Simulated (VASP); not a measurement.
Set up this calculation in VASP 6.6.1, as the native input.

```yaml
Task: single point
Functional: PBE
Potentials_or_basis: VASP PAW PBE potentials, release 64 (Rh_pv)
Cutoff: 520 eV
k_mesh: 22 × 22 × 16
Occupations: gaussian, width 0.15 eV
Spin: no spin polarisation
Dipole_correction: no
Further_INCAR_settings: ALGO = Fast; EDIFF = 1e-07; NBANDS = 22
```

The structure of Rh lies in POSCAR:

```
Rh
1.0
    0.0000000000     -1.9149654119     -1.9149654119
    0.0000000000      1.9149654119     -1.9149654119
    3.8299308238      0.0000000000      0.0000000000
Rh
2
Direct
    0.5000000000      0.5000000000      0.5000000000
    0.0000000000      0.0000000000      0.0000000000
```

These files were run (other wordings do the same):

INCAR

```
PREC = Accurate
ENCUT = 520
EDIFF = 1E-7
ISMEAR = 0
SIGMA = 0.15
LREAL = F
LASPH = T
NELM = 60
ALGO = Fast
ISIF = 2
LWAVE = F
LCHARG = T
GGA = PE
LELF = T
LVHAR = T
NBANDS = 22
```

KPOINTS

```
Automatic mesh
0
Gamma
  22 22 16
```

Potentials or basis: VASP PAW PBE potentials, release 64 (Rh_pv).

Launch:

```sh
$ cat potpaw_PBE.64/Rh_pv/POTCAR > POTCAR
$ mpirun -np 1 vasp_std > vasp.out
```

Results of the run:

```
Pressure               : 0.1 GPa
Band gap on the k mesh : zero (bands 15 and 16 overlap by 2.36 eV)
```

It took 3.6 min on 1 thread of Intel(R) Xeon(R) Platinum 8488C (Sapphire Rapids), with other jobs on the host, peak memory 0.4 GiB.
